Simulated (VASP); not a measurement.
# KF (F-43m) in VASP: further runs

KF is run at these levels: PBE, LDA, r2SCAN; tasks: single point.

Program: VASP 6.6.1. These are calculated values, not measurements. Logs are shortened: lines on timing, memory, paths and dates and some standing lists are left out, and cuts for length are marked.

### Step 1. The cell of the first run

Symmetry: F-43m, No. 216, cubic system. Conventional cell: a = 5.871 Å, b = 5.871 Å, c = 5.871 Å, α = 90.00°, β = 90.00°, γ = 90.00°. K (site symmetry -43m) has 4 F at 2.54 Å within 3.4 Å. Within 3.4 Å of F (site symmetry -43m) lie 4 K at 2.54 Å.

### Step 2. Single point, PBE

The input, INCAR:

```
PREC     = Accurate       # precision mode
ENCUT    = 520            # plane-wave cutoff, eV
EDIFF    = 1E-6           # SCF threshold, eV
ISMEAR   = 0              # smearing method
SIGMA    = 0.01           # smearing width, eV
LREAL    = False          # projectors in reciprocal space
LASPH    = True           # aspherical terms in the spheres
NELM     = 100            # most SCF steps
ALGO     = Normal         # electronic algorithm
ISIF     = 2              # what is computed and relaxed
LWAVE    = False          # write WAVECAR
LCHARG   = True           # write CHGCAR
GGA      = PE             # functional
LELF     = True           # ELF
LVHAR    = True         
NBANDS   = 15             # bands
```

The input, KPOINTS:

```
regular mesh
0
Gamma
  4 4 4
```

The input, POSCAR:

```
KF
1.0
    0.0000000000      2.9354014086      2.9354014086
    2.9354014086      0.0000000000      2.9354014086
    2.9354014086      2.9354014086      0.0000000000
K F
1 1
Direct
    0.0000000000      0.0000000000      0.0000000000
    0.2500000000      0.2500000000      0.2500000000
```

Potentials or basis: VASP PAW PBE potentials, release 64 (K_sv, F).

Started as:

```sh
> cat potpaw_PBE.64/K_sv/POTCAR potpaw_PBE.64/F/POTCAR > POTCAR
> mpirun -np 1 vasp_std > vasp.out
```

OUTCAR:

```text
PREC = Accurate
   ENCUT = 520
   EDIFF = 1E-6
   ISMEAR = 0
   LREAL = False
   LASPH = True
   NELM = 100
   ISIF = 2
   GGA = PE

 ion  position               nearest neighbor table
   1  0.000  0.000  0.000-   2 2.54   2 2.54   2 2.54   2 2.54
   2  0.250  0.250  0.250-   1 2.54   1 2.54   1 2.54   1 2.54

  LATTYP: Found a face centered cubic cell.
 ALAT       =     5.8708028172

  Lattice vectors:

 A1 = (   0.0000000000,   2.9354014086,   2.9354014086)
 A2 = (   2.9354014086,   0.0000000000,   2.9354014086)
 A3 = (   2.9354014086,   2.9354014086,   0.0000000000)

Analysis of symmetry for initial positions (statically):
=====================================================================
 Subroutine PRICEL returns:
 Original cell was already a primitive cell.

 Routine SETGRP: Setting up the symmetry group for a
 face centered cubic supercell.

 Subroutine GETGRP returns: Found 24 space group operations
 (whereof 24 operations were pure point group operations)
 out of a pool of 48 trial point group operations.

The static configuration has the point symmetry T_d .

Analysis of symmetry for dynamics (positions and initial velocities):
=====================================================================
 Subroutine PRICEL returns:
 Original cell was already a primitive cell.

 Routine SETGRP: Setting up the symmetry group for a
 face centered cubic supercell.

 Subroutine GETGRP returns: Found 24 space group operations
 (whereof 24 operations were pure point group operations)
 out of a pool of 48 trial point group operations.

The dynamic configuration has the point symmetry T_d .

 Subroutine INISYM returns: Found 24 space group operations
 (whereof 24 operations are pure point group operations),
 and found     1 'primitive' translations

----------------------------------------------------------------------------------------

                                     Primitive cell

  volume of cell :      50.5863

  direct lattice vectors                    reciprocal lattice vectors
     0.000000000  2.935401409  2.935401409    -0.170334455  0.170334455  0.170334455
     2.935401409  0.000000000  2.935401409     0.170334455 -0.170334455  0.170334455
     2.935401409  2.935401409  0.000000000     0.170334455  0.170334455 -0.170334455

  length of vectors
     4.151284483  4.151284483  4.151284483     0.295027931  0.295027931  0.295027931

  position of ions in fractional coordinates (direct lattice)
     0.000000000  0.000000000  0.000000000
     0.250000000  0.250000000  0.250000000

  ion indices of the primitive-cell ions
   primitive index   ion index
                 1           1
                 2           2

[... 67 lines left out ...]
   EMIN   =  10.00;   EMAX   =-10.00  energy-range for DOS
   EFERMI =   0.00;   METHOD = LEGACY
   ISMEAR =     0;   SIGMA  =   0.01  broadening in eV -4-tet -1-fermi 0-gaus
   EFERMI_NEDOS =   21; number of points for ismear=-14 and -15
   IALGO  =     38    algorithm
   IMIX   =      4    mixing-type and parameters
     AMIX     =   0.40;   BMIX     =  1.00
     AMIX_MAG =   1.60;   BMIX_MAG =  1.00
  volume/ion in A,a.u.               =      25.29       170.69
  Fermi-wavevector in a.u.,A,eV,Ry     =   1.115417  2.107833 16.927763  1.244155
  Thomas-Fermi vector in A             =   2.252022
   LORBIT       =      0    0 simple, 1 ext, 2 COOP (PROOUT), +10 PAW based schemes
   GGA     = PE    functional components
   LHFCALC =     F    Hartree Fock is set to
   AEXX    =    0.0000 exact exchange contribution
   IVDW    =     0    specifies the selected vdW correction
   LEPSILON=     F    determine dielectric tensor
   LRPA    =     F    only Hartree local field effects (RPA)
 non-spin polarized calculation
 Gauss-broadening in eV      SIGMA  =   0.01
  energy-cutoff  :      520.00
  volume of cell :       50.59
 maximum number of plane-waves:      1380
 NGX is ok and might be reduce to    32
   NGX = 15   NGY = 15   NGZ = 15

 number of electron      15.9999996 magnetization

 Free energy of the ion-electron system (eV)
  ---------------------------------------------------
  ext. energy  EPLUGINS =         0.00000000
  ---------------------------------------------------
  free energy    TOTEN  =        -8.12124507 eV

  energy without entropy =       -8.12124507  energy(sigma->0) =       -8.12124507

 E-fermi :  -3.5216     XC(G=0):  -7.0168

 val. band max:       -3.6506374337   @ k =  -0.2500   0.5000   0.2500
 cond. band min:       1.5077110294   @ k =   0.0000   0.0000   0.0000
 fundamental gap:      5.1583484631
 Fermi energy:        -3.5216149776

 k-point     1 :       0.0000    0.0000    0.0000
  band No.  band energies     occupation
      1     -29.8403      2.00000
      2     -22.1792      2.00000
      3     -13.2450      2.00000
      4     -13.2450      2.00000
      5     -13.2450      2.00000
      6      -3.8600      2.00000
      7      -3.8600      2.00000
      8      -3.8600      2.00000
      9       1.5077      0.00000
     10       8.1073      0.00000
     11       8.1073      0.00000
     12       8.2476      0.00000
     13       8.2476      0.00000
     14       8.2476      0.00000
[... 113 lines left out ...]
      2     -22.2855      2.00000
      3     -13.4373      2.00000
      4     -13.3739      2.00000
      5     -13.1996      2.00000
      6      -3.9136      2.00000
      7      -3.8237      2.00000
      8      -3.6506      2.00000
      9       4.6326      0.00000
     10       5.0070      0.00000
     11       7.8199      0.00000
     12       8.4064      0.00000
     13       9.6125      0.00000
     14       9.8710      0.00000
     15      10.1240      0.00000

------------------------ aborting loop because EDIFF is reached ----------------------------------------

  FORCE on cell =-STRESS in cart. coord.  units (eV):
  Direction    XX          YY          ZZ          XY          YZ          ZX
  --------------------------------------------------------------------------------------
  -------------------------------------------------------------------------------------
  Total        0.2969180      0.2969180      0.2969180      0.0000000      0.0000000     -0.0000000
  in kB        9.4040437      9.4040437      9.4040437      0.0000000      0.0000000     -0.0000000
  external PRESSURE =       9.4040437 kB  Pullay stress =       0.0000000 kB

 VOLUME and BASIS-vectors are now :
 -----------------------------------------------------------------------------
  energy-cutoff  :      520.00
  volume of cell :       50.59
      direct lattice vectors                 reciprocal lattice vectors
     0.000000000  2.935401409  2.935401409    -0.170334455  0.170334455  0.170334455
     2.935401409  0.000000000  2.935401409     0.170334455 -0.170334455  0.170334455
     2.935401409  2.935401409  0.000000000     0.170334455  0.170334455 -0.170334455

 POSITION                                       TOTAL-FORCE (eV/Angst)
 -----------------------------------------------------------------------------------
      0.00000      0.00000      0.00000        -0.000000     -0.000000     -0.000000
      1.46770      1.46770      1.46770         0.000000      0.000000      0.000000
 -----------------------------------------------------------------------------------
    total drift:                               -0.000000     -0.000000     -0.000000

  FREE ENERGIE OF THE ION-ELECTRON SYSTEM (eV)
  ---------------------------------------------------
  free  energy   TOTEN  =        -8.1212450679 eV

  energy  without entropy=       -8.1212450679  energy(sigma->0) =       -8.12124507
```

It took 15 s on 1 thread of Intel Xeon 8259CL, shared host; peak memory 0.17 GiB.

What came out:

| Property | Result |
| --- | --- |
| Free energy | -8.1212 eV |
| Pressure | 0.9 GPa |
| Band gap on the k mesh | 5.16 eV (least direct gap 5.37 eV) |

Levels at points of the mesh, in eV from the valence-band top:
```
           k point  band 4  band 5  band 6  band 7  band 8  band 9  band 10  band 11  band 12  band 13
(0.00, 0.00, 0.00)   -9.59   -9.59   -0.21   -0.21   -0.21    5.16    11.76    11.76    11.90    11.90
(0.50, 0.00, 0.00)   -9.64   -9.64   -0.27   -0.12   -0.12    8.00     9.21    10.90    10.90    12.99
(0.50, 0.50, 0.00)   -9.72   -9.62   -0.45    0.00    0.00    8.26     8.38    12.31    12.91    13.00
```

Caveat: the k points lie up to 0.46 Å⁻¹ apart. A k mesh can miss the band edges.

### Step 3. Single point, LDA

The input, INCAR:

```
PREC = Accurate
ENCUT = 520
EDIFF = 1E-6
ISMEAR = 0
SIGMA = 0.01
LREAL = F
LASPH = T
NELM = 60
ALGO = Normal
ISIF = 2
LWAVE = F
LCHARG = F
NBANDS = 15
```

The input, KPOINTS:

```
Automatic mesh
0
Gamma
  4 4 4
```

POSCAR is that of step 2.

Potentials or basis: VASP PAW LDA potentials, release 64 (K_sv, F).

Started as:

```sh
> cat potpaw_LDA.64/K_sv/POTCAR potpaw_LDA.64/F/POTCAR > POTCAR
> mpirun -np 1 vasp_std > vasp.out
```

Wall time 9.3 s (1 thread of Intel Xeon 8259CL, shared host); peak memory 0.15 GiB.

Results (log left out):

```
Free energy            : -8.7551 eV
Pressure               : -2.0 GPa
Band gap on the k mesh : 4.92 eV (least direct gap 5.14 eV)
```

Levels at points of the mesh, in eV from the valence-band top:
```
           k point  band 6  band 7  band 8  band 9  band 10  band 11
(0.00, 0.00, 0.00)   -0.22   -0.22   -0.22    4.92    11.68    11.68
(0.50, 0.00, 0.00)   -0.29   -0.13   -0.13    7.80     8.97    10.76
(0.50, 0.50, 0.00)   -0.48    0.00    0.00    8.06     8.17    12.18
```

Caveat: the k points lie up to 0.46 Å⁻¹ apart. A k mesh can miss the band edges.

### Step 4. Single point, PBE

The input, INCAR:

```
SYSTEM = KF
ALGO = Normal
EDIFF = 1E-6
ENCUT = 520
GGA = PE
ISIF = 2
ISMEAR = 0
LASPH = .True.
LCHARG = .False.
LREAL = .False.
LWAVE = .False.
NBANDS = 15
NELM = 60
PREC = Accurate
SIGMA = 0.01
```

The input, KPOINTS:

```
k-points
0
Gamma
  4 4 4
  0 0 0
```

POSCAR is that of step 3.

Potentials or basis: VASP PAW PBE potentials, release 64 (K_sv, F).

Started as:

```sh
> cat potpaw_PBE.64/K_sv/POTCAR potpaw_PBE.64/F/POTCAR > POTCAR
> mpirun -np 1 vasp_std > vasp.out
```

It took 17 s on 1 thread of Intel Xeon 8259CL, shared host; peak memory 0.17 GiB.

Results (log left out):

```yaml
Free_energy: -8.1212 eV
Pressure: 0.9 GPa
Band_gap_on_the_k_mesh: 5.16 eV (least direct gap 5.37 eV)
```

Levels at points of the mesh, in eV from the valence-band top:
```csv
k point,band 5,band 6,band 7,band 8,band 9,band 10,band 11,band 12
"(0.00, 0.00, 0.00)",-9.59,-0.21,-0.21,-0.21,5.16,11.76,11.76,11.90
"(0.50, 0.00, 0.00)",-9.64,-0.27,-0.12,-0.12,8.00,9.21,10.90,10.90
"(0.50, 0.50, 0.00)",-9.62,-0.45,0.00,0.00,8.26,8.38,12.31,12.91
```

Caveat: the k points lie up to 0.46 Å⁻¹ apart. A k mesh can miss the band edges.

### Step 5. Single point, r2SCAN

POSCAR is that of step 4.

The input, INCAR.step1:

```
  PREC = Accurate
  ENCUT = 520
  ISMEAR = 0
  SIGMA = 0.01
  LREAL = False
  LASPH = True
  NELM = 80
  NBANDS = 15
  GGA = PE
  ALGO = Normal
  EDIFF = 1E-4
  LWAVE = True
  LCHARG = False
```

The input, INCAR.step2:

```
  PREC = Accurate
  ENCUT = 520
  EDIFF = 1E-6
  ISMEAR = 0
  SIGMA = 0.01
  LREAL = False
  LASPH = True
  NELM = 80
  ALGO = Normal
  ISIF = 2
  LWAVE = False
  LCHARG = False
  METAGGA = R2SCAN
  LMIXTAU = True
  NBANDS = 15
  ISTART = 1
```

The input, KPOINTS:

```
Automatic mesh
0
Gamma
  4 4 4
```

Started as:

```sh
> cat potpaw_PBE.64/K_sv/POTCAR potpaw_PBE.64/F/POTCAR > POTCAR
> cp INCAR.step1 INCAR
> mpirun -np 1 vasp_std > vasp.out
> cp INCAR.step2 INCAR
> mpirun -np 1 vasp_std > vasp.out
```

It took 64 s on 1 thread of Intel Xeon 8259CL, shared host; peak memory 0.18 GiB.

It converged, with:

```
Free energy            : -14.7060 eV
Pressure               : 0.0 GPa
Band gap on the k mesh : 5.74 eV (least direct gap 5.95 eV)
```

Levels at points of the mesh, in eV from the valence-band top:
```tsv
k point	band 4	band 5	band 6	band 7	band 8	band 9	band 10	band 11	band 12	band 13
(0.00, 0.00, 0.00)	-9.85	-9.85	-0.21	-0.21	-0.21	5.74	12.64	12.64	12.76	12.76
(0.50, 0.00, 0.00)	-9.90	-9.90	-0.26	-0.12	-0.12	8.56	9.87	11.70	11.70	13.92
(0.50, 0.50, 0.00)	-9.98	-9.88	-0.43	0.00	0.00	8.82	8.94	13.28	13.81	13.89
```

Caveat: the k points lie up to 0.46 Å⁻¹ apart; the PAW data sets were made with another functional, which shifts forces and pressure a little. A k mesh can miss the band edges.

### Step 6. Summary

| level | potentials or basis | gap on the mesh (eV) | pressure (GPa) |
| --- | --- | --- | --- |
| PBE | VASP PAW PBE potentials, release 64 (K_sv, F) | 5.16 | 0.9 |
| LDA | VASP PAW LDA potentials, release 64 (K_sv, F) | 4.92 | -2.0 |
| r2SCAN | VASP PAW PBE potentials, release 64 (K_sv, F) | 5.74 | 0.0 |

Alike in all rows: task single point; no spin polarisation; cell as given; k mesh 4 × 4 × 4; cutoff (eV) 520; smearing gaussian 0.01 eV.

Caveats: all runs use coarse meshes; the PAW data sets were made with another functional, which shifts forces and pressure a little (at least some runs).

Total energies depend on the potentials used, so only differences within one code and one set of settings carry meaning.
